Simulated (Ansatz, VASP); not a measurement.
# Two plane-wave programs on InP

INCAR

```
SYSTEM = InP
ALGO = Normal
EDIFF = 1E-7
ENCUT = 520
GGA = PE
ISIF = 2
ISMEAR = -1
LASPH = .TRUE.
LCHARG = .FALSE.
LREAL = .FALSE.
LWAVE = .FALSE.
NBANDS = 16
NELM = 80
PREC = Accurate
SIGMA = 0.02
```

The input KPOINTS:

```
k-points
0
G
  8 8 8
  0 0 0
```

Contents of POSCAR:

```
InP
1.0
    0.0000000000      2.9538133435      2.9538133435
    2.9538133435      0.0000000000      2.9538133435
    2.9538133435      2.9538133435      0.0000000000
In P
1 1
Direct
    0.0000000000      0.0000000000      0.0000000000
    0.2500000000      0.2500000000      0.2500000000
```

Input for Ansatz:

```yaml
crystal:
  lattice:
    - [0.0, 2.9538133435, 2.9538133435]
    - [2.9538133435, 0.0, 2.9538133435]
    - [2.9538133435, 2.9538133435, 0.0]
  atoms:
    - { symbol: In, position: [0.0, 0.0, 0.0] }
    - { symbol: P, position: [0.25, 0.25, 0.25] }
kpoints:
  mp_grid: { grid: [8, 8, 8] }
  band_path:
    path:
      - [0.0, 0.0, 0.0]
      - [-0.5, -0.5, 0.0]
      - [-0.375, -0.375, 0.25]
      - [-0.375, 0.0, 0.375]
      - [0.0, 0.0, 0.5]
      - [-0.5, -0.25, 0.25]
    npoints: 1
hamiltonian:
  xc: pbe
scf:
  occupations: { method: fermi_dirac, width: 0.02 }
  n_extra_bands: 4
output:
  forces: true
  stress: true
  eigenvalues: true
  write_density: true
  write_potential: true
  elf: true
  volumetric_format: npy
```

Alike in both runs: task single point; functional PBE; k mesh 8 × 8 × 8; occupations fermi-dirac, width 0.02 eV; no spin polarisation.

|  | VASP | Ansatz |
| --- | --- | --- |
| version | VASP 6.6.1 | Ansatz 0.2.0 |
| potentials or method | VASP PAW PBE potentials, release 64 (In_d, P) | plane waves, PAW |
| plane-wave cutoff (eV) | 520 | 420 |
| valence electrons in the cell | 18 | 18 |

```csv
,VASP,Ansatz,Ansatz less VASP
pressure (GPa),1.6,1.6,+0.05
```
